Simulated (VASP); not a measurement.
Write the native input for VASP 6.6.1 that does the following.

```yaml
Task: single point
Functional: PBE
Potentials_or_basis: VASP PAW PBE potentials, release 64 (W_sv, Se)
Cutoff: 520 eV
k_mesh: 12 × 12 × 2
Occupations: gaussian, width 0.05 eV
Spin: no spin polarisation
Dipole_correction: no
Further_INCAR_settings: ALGO = Normal; EDIFF = 1e-06; NBANDS = 35
```

The structure of WSe2 lies in POSCAR:

```
WSe2
1.0
    3.2899984505      0.0000000000      0.0000000000
   -1.6449992252      2.8492222365      0.0000000000
    0.0000000000      0.0000000000     12.9700000000
W Se
2 4
Direct
    0.3333333333      0.6666666667      0.2500000000
    0.6666666667      0.3333333333      0.7500000000
    0.3496842615      0.6219951002      0.6210000000
    0.6666666667      0.3333333333      0.1210000000
    0.3333333333      0.6666666667      0.8790000000
    0.6666666667      0.3333333333      0.3790000000
```

This cell differs from its parent crystal: atom 3 (Se) moved +0.180 Å along Cartesian [1 -1 0].

The input as run:

INCAR

```
PREC = Accurate
ENCUT = 520
EDIFF = 1E-6
ISMEAR = 0
SIGMA = 0.05
LREAL = False
LASPH = True
NELM = 80
ALGO = Normal
ISIF = 2
LWAVE = False
LCHARG = True
GGA = PE
LELF = True
LVHAR = True
NBANDS = 35
```

KPOINTS

```
Automatic mesh
0
Gamma
  12 12 2
```

Potentials or basis: VASP PAW PBE potentials, release 64 (W_sv, Se).

Launch:

```sh
$ cat potpaw_PBE.64/W_sv/POTCAR potpaw_PBE.64/Se/POTCAR > POTCAR
$ mpirun -np 1 vasp_std > vasp.out
```

Results of the run:

The pressure is 4.5 GPa, the largest force is 1.866 eV/Å and the band gap on the k mesh is 0.93 eV (least direct gap 1.51 eV).

Caveat: the cell differs from its parent crystal (atom 3 (Se) moved +0.180 Å along Cartesian [1 -1 0]); the cell stands under pressure; spin-orbit coupling is left out, which moves the levels of the heavy elements; forces of over 1 eV/Å act on the atoms, so gaps and moduli don't describe the material at rest.

Wall time 6.2 min on 1 thread of Intel(R) Xeon(R) Platinum 8259CL CPU @ 2.50GHz (Skylake/Cascade Lake) (shared host), peak memory 0.6 GiB.
